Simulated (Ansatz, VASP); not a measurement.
**One calculation of SiO2, two programs**

```
CELL_PARAMETERS angstrom
4.14219 0.00000 0.00000
0.00000 4.14219 0.00000
0.00000 0.00000 2.64280
ATOMIC_POSITIONS crystal
Si 0.00000 0.00000 0.00000
Si 0.50000 0.50000 0.50000
O 0.30590 0.30590 0.00000
O 0.19410 0.80590 0.50000
O 0.69410 0.69410 0.00000
O 0.80590 0.19410 0.50000
```

Alike in both runs: task single point; functional LDA; k mesh 6 × 6 × 8; no spin polarisation.

|  | VASP | Ansatz |
| --- | --- | --- |
| version | VASP 6.6.1 | Ansatz 0.2.0 |
| potentials or method | VASP PAW LDA potentials, release 64 (Si, O), cutoff 520 eV | plane waves, PAW |
| occupations | gaussian, width 0.01 eV | fixed |
| valence electrons in the cell | 32 | 32 |

|  | VASP | Ansatz | Ansatz less VASP |
| --- | --- | --- | --- |
| pressure (GPa) | 6.1 | 4.9 | -1.20 |
| traceless stress, the component that is largest in VASP (GPa) | 2.46 | 1.79 | -0.676 |

LDA's correlation is that of Perdew and Zunger in VASP and of Perdew and Wang (1992) in Ansatz.
